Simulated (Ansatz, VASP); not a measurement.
# Sb: VASP beside Ansatz

```xyz
1
Lattice="3.1600 0.0000 0.0000 0.0000 3.1600 0.0000 0.0000 0.0000 3.1284" Properties=species:S:1:pos:R:3 pbc="T T T"
Sb    0.0000    0.0000    0.0000
```

Change from the starting cell: zz strain of -1 %.

Alike in both runs: task single point; functional PBE; k mesh 13 × 13 × 13; occupations fermi-dirac, width 0.05 eV; no spin polarisation.

|  | VASP | Ansatz |
| --- | --- | --- |
| version | VASP 6.6.1 | Ansatz 0.2.0 |
| potentials or method | VASP PAW PBE potentials, release 64 (Sb), cutoff 520 eV | all-electron LAPW, scalar-relativistic |

Ansatz gave:

| Item | Value |
| --- | --- |
| pressure (GPa) | -2.0 |
| traceless stress, the component that is largest in VASP (GPa) | 0.98 |

Task: What did VASP give for the same quantities?

Result: Pressure (GPa): -2.1; traceless stress, the component that is largest in VASP (GPa): 0.98.

Ansatz ran all-electron here, and VASP with PAW potentials.

Neither program's run includes spin-orbit coupling.
